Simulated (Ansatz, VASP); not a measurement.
# GaP: VASP beside Ansatz

File INCAR:

```
SYSTEM = GaP
ALGO = Normal
EDIFF = 1E-7
ENCUT = 520
GGA = PE
ISIF = 2
ISMEAR = 0
LASPH = .True.
LCHARG = .False.
LREAL = .False.
LWAVE = .False.
NBANDS = 16
NELM = 60
PREC = Accurate
SIGMA = 0.05
```

Contents of KPOINTS:

```
k-points
0
Gamma
  10 10 10
  0 0 0
```

The input POSCAR:

```
GaP
1.0
    0.0000000000      2.9293072576      2.7035599978
    2.7035599978      0.0000000000      2.7035599978
    2.7035599978      2.9293072576      0.0000000000
Ga P
1 1
Direct
    0.0000000000      0.0000000000      0.0000000000
    0.7500000000      0.7500000000      0.7500000000
```

Input for Ansatz:

```yaml
crystal:
  lattice:
    - [0.0, 2.9293072576, 2.7035599978]
    - [2.7035599978, 0.0, 2.7035599978]
    - [2.7035599978, 2.9293072576, 0.0]
  atoms:
    - { symbol: Ga, position: [0.0, 0.0, 0.0] }
    - { symbol: P, position: [0.75, 0.75, 0.75] }
basis:
  ecutwfc: 420
kpoints:
  mp_grid: { grid: [10, 10, 10] }
hamiltonian:
  xc: pbe
scf:
  occupations: { method: gaussian, width: 0.05 }
output:
  forces: true
  stress: true
  eigenvalues: true
```

Alike in both runs: task single point; functional PBE; k mesh 10 × 10 × 10; occupations gaussian, width 0.05 eV; no spin polarisation.

|  | VASP | Ansatz |
| --- | --- | --- |
| version | VASP 6.6.1 | Ansatz 0.2.0 |
| potentials or method | VASP PAW PBE potentials, release 64 (Ga_d, P), cutoff 520 eV | scalar-relativistic, plane waves, PAW |
| valence electrons in the cell | 18 | 18 |

```csv
,VASP,Ansatz,Ansatz less VASP
gap on the k mesh at the Fermi level (eV),1.15,1.15,+0.003
least direct gap on the mesh (eV),1.15,1.15,+0.003
pressure (GPa),-1.9,-1.9,0.00
"traceless stress, the component that is largest in VASP (GPa)",-4.38,-4.38,0.000
```
